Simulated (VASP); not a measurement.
# Li (P1) in VASP: notebook

Li is run at these levels: PBEsol; tasks: single point.

All numbers are computed with VASP 6.6.1; they aren't measurements. Logs are shortened: lines on timing, memory, paths and dates and some standing lists are left out, and cuts for length are marked.

## Step 1: The cell of the first run

The typed cell holds 16 atoms: a = 7.313 Å, b = 7.313 Å, c = 7.313 Å, α = 90.00°, β = 90.00°, γ = 90.00°.

## Step 2: Single point, PBEsol

Contents of INCAR:

```
SYSTEM = Li
PREC = Accurate
ENCUT = 520
EDIFF = 1E-6
ISMEAR = -1
SIGMA = 0.16
LREAL = Auto
LASPH = .True.
NELM = 100
ALGO = Normal
ISIF = 2
LWAVE = .False.
LCHARG = .False.
GGA = PS
NBANDS = 38
```

Contents of KPOINTS:

```
Automatic mesh
0
Gamma
  2 2 2
  0 0 0
```

Contents of POSCAR:

```
Li
1.0
    7.3128730000      0.0000000000      0.0000000000
    0.0000000000      7.3128730000      0.0000000000
    0.0000000000      0.0000000000      7.3128730000
Li
16
Direct
   -0.0330376310     -0.0181597575      0.0101601655
    0.5176898327      0.0024067148     -0.0121703194
   -0.1375246090      0.6015419658      0.0007931219
    0.0057432968     -0.0463155862      0.4919543933
    0.3298430042      0.1561082765      0.2440490899
    0.5113448572      0.4219408706      0.0152607600
    0.5188111430      0.0328872114      0.5250740714
    0.7775603378      0.2659693393      0.2232364763
   -0.0458916762      0.4902040552      0.4442303319
    0.2385519344      0.7217409628      0.2000581714
    0.2714528203      0.2455396121      0.7781073184
    0.4500146522      0.5811395877      0.4677915232
    0.7462593703      0.8243408576      0.2597611089
    0.8141396685      0.1640121468      0.7658686265
    0.2702221138      0.6237493800      0.7361128793
    0.7351283141      0.8123483069      0.7228075751
```

Potentials or basis: VASP PAW PBE potentials, release 64 (Li_sv).

Command:

```
cat potpaw_PBE.64/Li_sv/POTCAR > POTCAR
mpirun -np 1 vasp_std > vasp.out
```

OUTCAR:

```text
SYSTEM = Li
   PREC = Accurate
   ENCUT = 520
   EDIFF = 1E-6
   ISMEAR = -1
   LREAL = Auto
   LASPH = .True.
   NELM = 100
   ISIF = 2
   GGA = PS

 ion  position               nearest neighbor table
   1  0.967  0.982  0.010-  14 2.49
   2  0.518  0.002  0.988-   5 2.58
   3  0.862  0.602  0.001-
   4  0.006  0.954  0.492-
   5  0.330  0.156  0.244-   2 2.58
   6  0.511  0.422  0.015-
   7  0.519  0.033  0.525-
   8  0.778  0.266  0.223-
   9  0.954  0.490  0.444-
  10  0.239  0.722  0.200-
  11  0.271  0.246  0.778-
  12  0.450  0.581  0.468-  15 2.38
  13  0.746  0.824  0.260-
  14  0.814  0.164  0.766-   1 2.49
  15  0.270  0.624  0.736-  12 2.38
  16  0.735  0.812  0.723-

  LATTYP: Found a simple cubic cell.
 ALAT       =     7.3128730000

  Lattice vectors:

 A1 = (   7.3128730000,   0.0000000000,   0.0000000000)
 A2 = (   0.0000000000,   7.3128730000,   0.0000000000)
 A3 = (   0.0000000000,   0.0000000000,   7.3128730000)

Analysis of symmetry for initial positions (statically):
=====================================================================
 Subroutine PRICEL returns:
 Original cell was already a primitive cell.

 Routine SETGRP: Setting up the symmetry group for a
 simple cubic supercell.

 Subroutine GETGRP returns: Found  1 space group operations
 (whereof  1 operations were pure point group operations)
 out of a pool of 48 trial point group operations.

The static configuration has the point symmetry C_1 .

Analysis of symmetry for dynamics (positions and initial velocities):
=====================================================================
 Subroutine PRICEL returns:
 Original cell was already a primitive cell.

 Routine SETGRP: Setting up the symmetry group for a
 simple cubic supercell.

 Subroutine GETGRP returns: Found  1 space group operations
 (whereof  1 operations were pure point group operations)
 out of a pool of 48 trial point group operations.

The dynamic configuration has the point symmetry C_1 .

 Subroutine INISYM returns: Found  1 space group operations
 (whereof  1 operations are pure point group operations),
 and found     1 'primitive' translations

----------------------------------------------------------------------------------------

                                     Primitive cell

  volume of cell :     391.0786

  direct lattice vectors                    reciprocal lattice vectors
     7.312873000  0.000000000  0.000000000     0.136745162  0.000000000  0.000000000
     0.000000000  7.312873000  0.000000000     0.000000000  0.136745162  0.000000000
     0.000000000  0.000000000  7.312873000     0.000000000  0.000000000  0.136745162

  length of vectors
     7.312873000  7.312873000  7.312873000     0.136745162  0.136745162  0.136745162

  position of ions in fractional coordinates (direct lattice)
     0.966962369  0.981840242  0.010160165
     0.517689833  0.002406715  0.987829681
     0.862475391  0.601541966  0.000793122
     0.005743297  0.953684414  0.491954393
     0.329843004  0.156108276  0.244049090
     0.511344857  0.421940871  0.015260760
[... 8 lines left out ...]
     0.270222114  0.623749380  0.736112879
     0.735128314  0.812348307  0.722807575

  ion indices of the primitive-cell ions
   primitive index   ion index
                 1           1
                 2           2
                 3           3
                 4           4
                 5           5
                 6           6
[... 8 lines left out ...]
                15          15
                16          16

----------------------------------------------------------------------------------------

 KPOINTS: Automatic mesh

Automatic generation of k-mesh.
 Grid dimensions read from file:
 generate k-points for:    2    2    2

 Generating k-lattice:

  Cartesian coordinates                     Fractional coordinates (reciprocal lattice)
     0.068372581  0.000000000  0.000000000     0.500000000  0.000000000  0.000000000
     0.000000000  0.068372581  0.000000000     0.000000000  0.500000000  0.000000000
     0.000000000  0.000000000  0.068372581     0.000000000  0.000000000  0.500000000

  Length of vectors
     0.068372581  0.068372581  0.068372581

  Shift w.r.t. Gamma in fractional coordinates (k-lattice)
     0.000000000  0.000000000  0.000000000

 Subroutine IBZKPT returns following result:
 ===========================================

 Found      8 irreducible k-points:

 Following reciprocal coordinates:
            Coordinates               Weight
  0.000000  0.000000  0.000000      1.000000
  0.500000  0.000000  0.000000      1.000000
  0.000000  0.500000  0.000000      1.000000
  0.000000  0.000000  0.500000      1.000000
  0.500000  0.500000  0.000000      1.000000
  0.000000  0.500000  0.500000      1.000000
  0.500000  0.000000  0.500000      1.000000
  0.500000  0.500000  0.500000      1.000000
   k-points           NKPTS =      8   k-points in BZ     NKDIM =      8   number of bands    NBANDS=     38
   number of dos      NEDOS =    301   number of ions     NIONS =     16
   total plane-waves  NPLWV = 157464
   dimension x,y,z NGX =    54 NGY =   54 NGZ =   54
   dimension x,y,z NGXF=   108 NGYF=  108 NGZF=  108
   ions per type =              16
   NGX,Y,Z   is equivalent  to a cutoff of  12.28, 12.28, 12.28 a.u.
   NGXF,Y,Z  is equivalent  to a cutoff of  24.55, 24.55, 24.55 a.u.
 SYSTEM =  Li
   PREC   = accura    normal or accurate (medium, high low for compatibility)
   ISTART =      0    job   : 0-new  1-cont  2-samecut
   ICHARG =      2    charge: 1-file 2-atom 10-const
   ISPIN  =      1    spin polarized calculation?
   LNONCOLLINEAR =      F non collinear calculations
   LSORBIT =      F    spin-orbit coupling
   LASPH  =      T    aspherical Exc in radial PAW
   ENCUT  =  520.0 eV  38.22 Ry    6.18 a.u.  13.60 13.60 13.60*2*pi/ulx,y,z
   NELM   =    100;   NELMIN=  2; NELMDL= -5     # of ELM steps
   EDIFF  = 0.1E-05   stopping-criterion for ELM
   LREAL  =      T    real-space projection
   EDIFFG = 0.1E-04   stopping-criterion for IOM
   NSW    =      0    number of steps for IOM
   IBRION =     -1    ionic relax: 0-MD 1-quasi-New 2-CG
   NFREE  =      0    steps in history (QN), initial steepest desc. (CG)
   ISIF   =      2    stress and relaxation
   ISYM   =      2    0-nonsym 1-usesym 2-fastsym
   POTIM  = 0.5000    time-step for ionic-motion
   TEBEG  =    0.0;   TEEND  =   0.0 temperature during run
   PSTRESS=    0.0 pullay stress
   NELECT =      48.0000    total number of electrons
   NUPDOWN=      -1.0000    fix difference up-down
   EMIN   =  10.00;   EMAX   =-10.00  energy-range for DOS
   EFERMI =   0.00;   METHOD = LEGACY
   ISMEAR =    -1;   SIGMA  =   0.16  broadening in eV -4-tet -1-fermi 0-gaus
   EFERMI_NEDOS =   21; number of points for ismear=-14 and -15
   IALGO  =     38    algorithm
   IMIX   =      4    mixing-type and parameters
     AMIX     =   0.40;   BMIX     =  1.00
     AMIX_MAG =   1.60;   BMIX_MAG =  1.00
  volume/ion in A,a.u.               =      24.44       164.95
  Fermi-wavevector in a.u.,A,eV,Ry     =   0.813581  1.537444  9.005877  0.661913
  Thomas-Fermi vector in A             =   1.923332
   LORBIT       =      0    0 simple, 1 ext, 2 COOP (PROOUT), +10 PAW based schemes
   GGA     = PS    functional components
   LHFCALC =     F    Hartree Fock is set to
   AEXX    =    0.0000 exact exchange contribution
   IVDW    =     0    specifies the selected vdW correction
   LEPSILON=     F    determine dielectric tensor
   LRPA    =     F    only Hartree local field effects (RPA)
 non-spin polarized calculation
  energy-cutoff  :      520.00
  volume of cell :      391.08
 maximum number of plane-waves:     10568
   NGX = 27   NGY = 27   NGZ = 27

 number of electron      48.0000012 magnetization

 Free energy of the ion-electron system (eV)
  ---------------------------------------------------
  ext. energy  EPLUGINS =         0.00000000
  ---------------------------------------------------
  free energy    TOTEN  =       -28.91161417 eV

  energy without entropy =      -28.11833198  energy(sigma->0) =      -28.51497308

 E-fermi :  -0.0219     XC(G=0):  -6.5343

 val. band max:       -0.0625405025   @ k =   0.5000   0.5000   0.0000
 cond. band min:       0.0065260001   @ k =   0.5000   0.0000   0.5000
 fundamental gap:      0.0690665026
 Fermi energy:        -0.0219036245

 k-point     1 :       0.0000    0.0000    0.0000
  band No.  band energies     occupation
      1     -46.6051      2.00000
      2     -46.5382      2.00000
      3     -46.4974      2.00000
      4     -46.3664      2.00000
      5     -46.3394      2.00000
      6     -46.2941      2.00000
[... 28 lines left out ...]
     35       2.6620      0.00000
     36       2.9140      0.00000

 k-point     2 :       0.5000    0.0000    0.0000
  band No.  band energies     occupation
      1     -46.6051      2.00000
      2     -46.5382      2.00000
      3     -46.4974      2.00000
      4     -46.3664      2.00000
      5     -46.3395      2.00000
      6     -46.2942      2.00000
[... 28 lines left out ...]
     35       2.8091      0.00000
     36       2.8701      0.00000

 k-point     3 :       0.0000    0.5000    0.0000
  band No.  band energies     occupation
      1     -46.6051      2.00000
      2     -46.5382      2.00000
      3     -46.4975      2.00000
      4     -46.3664      2.00000
      5     -46.3395      2.00000
      6     -46.2942      2.00000
[... 28 lines left out ...]
     35       2.9536      0.00000
     36       3.2325      0.00000

 k-point     4 :       0.0000    0.0000    0.5000
  band No.  band energies     occupation
      1     -46.6051      2.00000
      2     -46.5382      2.00000
      3     -46.4975      2.00000
      4     -46.3664      2.00000
      5     -46.3395      2.00000
      6     -46.2942      2.00000
[... 28 lines left out ...]
     35       2.7986      0.00000
     36       2.8892      0.00000

 k-point     5 :       0.5000    0.5000    0.0000
  band No.  band energies     occupation
      1     -46.6051      2.00000
      2     -46.5383      2.00000
      3     -46.4975      2.00000
      4     -46.3664      2.00000
      5     -46.3395      2.00000
      6     -46.2942      2.00000
[... 28 lines left out ...]
     35       3.1989      0.00000
     36       3.4767      0.00000

 k-point     6 :       0.0000    0.5000    0.5000
  band No.  band energies     occupation
      1     -46.6051      2.00000
      2     -46.5383      2.00000
      3     -46.4975      2.00000
      4     -46.3664      2.00000
      5     -46.3395      2.00000
      6     -46.2942      2.00000
[... 28 lines left out ...]
     35       3.0538      0.00000
     36       3.4665      0.00000

 k-point     7 :       0.5000    0.0000    0.5000
  band No.  band energies     occupation
      1     -46.6051      2.00000
      2     -46.5383      2.00000
      3     -46.4975      2.00000
      4     -46.3664      2.00000
      5     -46.3395      2.00000
      6     -46.2942      2.00000
[... 28 lines left out ...]
     35       3.3476      0.00000
     36       3.6543      0.00000

 k-point     8 :       0.5000    0.5000    0.5000
  band No.  band energies     occupation
      1     -46.6051      2.00000
      2     -46.5383      2.00000
      3     -46.4975      2.00000
      4     -46.3664      2.00000
      5     -46.3395      2.00000
      6     -46.2942      2.00000
[... 28 lines left out ...]
     35       2.7625      0.00000
     36       2.9255      0.00000
 [bands above 36 left out]

------------------------ aborting loop because EDIFF is reached ----------------------------------------

  FORCE on cell =-STRESS in cart. coord.  units (eV):
  Direction    XX          YY          ZZ          XY          YZ          ZX
  --------------------------------------------------------------------------------------
  -------------------------------------------------------------------------------------
  Total       -2.2699894     -2.1912746      0.3458553     -0.5952579     -0.5661265      0.8386647
  in kB       -9.2997296     -8.9772496      1.4169056     -2.4386621     -2.3193164      3.4358553
  external PRESSURE =      -5.6200245 kB  Pullay stress =       0.0000000 kB

 VOLUME and BASIS-vectors are now :
 -----------------------------------------------------------------------------
  energy-cutoff  :      520.00
  volume of cell :      391.08
      direct lattice vectors                 reciprocal lattice vectors
     7.312873000  0.000000000  0.000000000     0.136745162  0.000000000  0.000000000
     0.000000000  7.312873000  0.000000000     0.000000000  0.136745162  0.000000000
     0.000000000  0.000000000  7.312873000     0.000000000  0.000000000  0.136745162

 POSITION                                       TOTAL-FORCE (eV/Angst)
 -----------------------------------------------------------------------------------
      7.07127      7.18007      0.07430         0.591255     -0.012825      0.156572
      3.78580      0.01760      7.22387         0.158925     -0.402861     -0.186604
      6.30717      4.39900      0.00580         0.350824     -0.379133     -0.128765
      0.04200      6.97417      3.59760         0.451903      0.036980     -0.026722
      2.41210      1.14160      1.78470        -0.605821      0.346388      0.107700
      3.73940      3.08560      0.11160         0.058068      0.321619     -0.075896
[... 8 lines left out ...]
      1.97610      4.56140      5.38310        -0.519996      0.692096      0.595077
      5.37590      5.94060      5.28580        -0.147887     -0.589539     -0.064461
 -----------------------------------------------------------------------------------
    total drift:                                0.007826     -0.009704     -0.000645

  FREE ENERGIE OF THE ION-ELECTRON SYSTEM (eV)
  ---------------------------------------------------
  free  energy   TOTEN  =       -28.9116141716 eV

  energy  without entropy=      -28.1183319803  energy(sigma->0) =      -28.51497308
```

Run time: 2.1 min. Hardware: 1 thread of Intel Xeon Platinum 8375C at 2.90GHz (Ice Lake), shared host; peak memory 0.38 GiB.

What came out:

| Quantity | Value |
| --- | --- |
| Free energy | -28.9116 eV |
| Largest force | 1.050 eV/Å |
| Band gap on the k mesh | zero (bands 24 and 25 overlap by 0.63 eV) |

Forces on the atoms (eV/Å):
```
Li   0.591 -0.013  0.157
Li   0.159 -0.403 -0.187
Li   0.351 -0.379 -0.129
Li   0.452  0.037 -0.027
Li  -0.606  0.346  0.108
Li   0.058  0.322 -0.076
Li  -0.001 -0.007  0.003
Li  -0.132 -0.468  0.070
Li   0.222  0.201  0.295
Li  -0.118  0.115 -0.173
Li  -0.325 -0.270 -0.132
Li   0.760 -0.381 -0.433
Li  -0.476 -0.073  0.207
Li  -0.268  0.870 -0.215
Li  -0.520  0.692  0.595
Li  -0.148 -0.590 -0.064
```

Levels at points of the mesh, in eV from the Fermi level:
| k point | band 19 | band 20 | band 21 | band 22 | band 23 | band 24 | band 25 | band 26 | band 27 | band 28 |
| --- | --- | --- | --- | --- | --- | --- | --- | --- | --- | --- |
| (0.00, 0.00, 0.00) | -1.08 | -0.97 | -0.91 | -0.83 | -0.75 | 0.33 | 0.41 | 0.52 | 0.55 | 0.59 |
| (0.50, 0.00, 0.00) | -0.70 | -0.66 | -0.55 | -0.48 | -0.40 | -0.36 | -0.26 | -0.11 | 0.92 | 1.12 |
| (0.00, 0.50, 0.00) | -0.71 | -0.58 | -0.55 | -0.48 | -0.40 | -0.35 | -0.19 | -0.08 | 0.86 | 0.89 |
| (0.00, 0.00, 0.50) | -0.72 | -0.64 | -0.53 | -0.46 | -0.38 | -0.33 | -0.30 | -0.11 | 1.02 | 1.18 |
| (0.50, 0.50, 0.00) | -1.98 | -1.87 | -0.33 | -0.19 | -0.04 | 0.08 | 0.14 | 0.24 | 0.33 | 0.53 |
| (0.00, 0.50, 0.50) | -2.00 | -1.89 | -0.13 | -0.11 | -0.04 | 0.12 | 0.13 | 0.17 | 0.37 | 0.41 |
| (0.50, 0.00, 0.50) | -1.99 | -1.93 | -0.28 | -0.12 | -0.06 | 0.03 | 0.21 | 0.35 | 0.38 | 0.52 |
| (0.50, 0.50, 0.50) | -1.58 | -1.50 | -1.41 | -1.38 | -1.31 | -1.25 | 1.70 | 1.82 | 1.88 | 2.00 |

Caveat: the k points lie up to 0.43 Å⁻¹ apart, too coarse for converged energies and pressures of a metal; the cutoff is under 1.25 times the usual one of these potentials, so pressure, stress and relaxed cells hold a basis-set (Pulay) error; the PAW data sets were made with another functional, which shifts forces and pressure a little.

## Step 3: Single point, PBEsol

Contents of INCAR:

```
PREC = Accurate
ENCUT = 520
EDIFF = 1E-6
ISMEAR = -1
SIGMA = 0.16
LREAL = Auto
LASPH = T
NELM = 100
ALGO = Normal
ISIF = 2
LWAVE = F
LCHARG = F
GGA = PS
NBANDS = 38
```

Contents of KPOINTS:

```
regular mesh
0
Gamma
  2 2 2
```

Contents of POSCAR:

```
Li
1.0
    7.3128730000      0.0000000000      0.0000000000
    0.0000000000      7.3128730000      0.0000000000
    0.0000000000      0.0000000000      7.3128730000
Li
16
Direct
    0.0386031591     -0.0337623804      0.0567082185
    0.5248963027     -0.0342546630     -0.0899783163
   -0.1335863483      0.5988480861      0.0399706107
    0.0621780250     -0.0019964794      0.4286003599
    0.2652172409      0.1350631961      0.2181358818
    0.5132729640      0.4030290147      0.0002871648
    0.4830249342      0.0485992304      0.5515616092
    0.7927390507      0.2690324309      0.1885032052
   -0.1139497431      0.5256484011      0.5152420943
    0.2408219041      0.7064391792      0.1622344597
    0.2658189196      0.2562330838      0.7701624245
    0.5603543231      0.5368615044      0.3443926894
    0.6922450315      0.9058956719      0.3099876068
    0.7592228116      0.1393296451      0.7088869176
    0.1725450449      0.6391332107      0.8378786285
    0.6569374307      0.6984669363      0.7110748402
```

Potentials or basis: VASP PAW PBE potentials, release 64 (Li_sv).

Command:

```
cat potpaw_PBE.64/Li_sv/POTCAR > POTCAR
mpirun -np 1 vasp_std > vasp.out
```

It took 1.8 min on 1 thread of Intel Xeon Platinum 8375C at 2.90GHz (Ice Lake), shared host; peak memory 0.37 GiB.

It converged, with:

```yaml
Free_energy: -27.9275 eV
Largest_force: 1.331 eV/Å
Band_gap_on_the_k_mesh: zero (bands 24 and 25 overlap by 0.56 eV)
```

Forces on the atoms (eV/Å):
```
Li  -0.793  0.060 -0.937
Li  -0.377 -0.146  0.901
Li  -0.181  0.163  0.143
Li  -0.458 -0.462  0.870
Li   0.959  0.893 -0.235
Li  -0.059  0.059 -0.357
Li  -0.580 -0.081 -0.474
Li   0.295 -0.436  0.191
Li   0.671 -0.237 -0.244
Li   0.450 -0.159  0.755
Li  -0.407 -0.048 -0.050
Li  -0.446 -0.081  0.275
Li   0.149 -0.266 -0.362
Li   0.778  0.493  0.168
Li   0.209  0.215 -0.777
Li  -0.210  0.034  0.132
```

Levels at points of the mesh, in eV from the Fermi level:
```tsv
k point	band 22	band 23	band 24	band 25	band 26	band 27
(0.00, 0.00, 0.00)	-0.84	-0.66	0.37	0.50	0.65	0.67
(0.50, 0.00, 0.00)	-0.54	-0.40	-0.36	-0.18	-0.06	0.85
(0.00, 0.50, 0.00)	-0.49	-0.32	-0.29	-0.19	-0.02	0.86
(0.00, 0.00, 0.50)	-0.46	-0.43	-0.32	-0.19	0.02	0.89
(0.50, 0.50, 0.00)	-0.18	-0.02	0.04	0.12	0.18	0.41
(0.00, 0.50, 0.50)	-0.17	-0.08	-0.04	0.10	0.19	0.47
(0.50, 0.00, 0.50)	-0.21	-0.08	-0.02	0.12	0.37	0.57
(0.50, 0.50, 0.50)	-1.44	-1.27	-0.99	1.27	1.61	1.71
```

Caveat: the k points lie up to 0.43 Å⁻¹ apart, too coarse for converged energies and pressures of a metal; the cutoff is under 1.25 times the usual one of these potentials, so pressure, stress and relaxed cells hold a basis-set (Pulay) error; the PAW data sets were made with another functional, which shifts forces and pressure a little.

(Part 1 of 2 ends here.)

The gap in the log of VASP goes by the Fermi energy; the results here count the filled bands.